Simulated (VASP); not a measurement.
Here is a VASP 6.6.1 calculation.

Contents of INCAR:

```
PREC = Accurate ; ENCUT = 520
EDIFF = 1E-6 ; ISMEAR = -1
SIGMA = 0.03 ; LREAL = F
LASPH = T ; NELM = 100
ALGO = Normal ; ISIF = 2
LWAVE = F ; LCHARG = F
GGA = PE ; NBANDS = 15
```

Contents of KPOINTS:

```
regular mesh
0
Gamma
  9 9 9
```

The input POSCAR:

```
CaO
1.0
    0.0000000000      2.4490000000      2.4490000000
    2.4490000000      0.0000000000      2.4490000000
    2.4490000000      2.4490000000      0.0000000000
Ca O
1 1
Direct
    0.0000000000      0.0000000000      0.0000000000
    0.5000000000      0.5000000000      0.5000000000
```

Potentials or basis: VASP PAW PBE potentials, release 64 (Ca_sv, O).

Run with:

```sh
$ cat potpaw_PBE.64/Ca_sv/POTCAR potpaw_PBE.64/O/POTCAR > POTCAR
$ mpirun -np 1 vasp_std > vasp.out
```

(1) Predict the pressure.

(2) What does it give for the band gap on the k mesh?

Answers

(1) -3.6 GPa.

(2) 3.70 eV (least direct gap 4.08 eV).

Caveat: the cell stands under tension; an odd mesh through Γ misses points on the zone boundary, where band edges can lie.
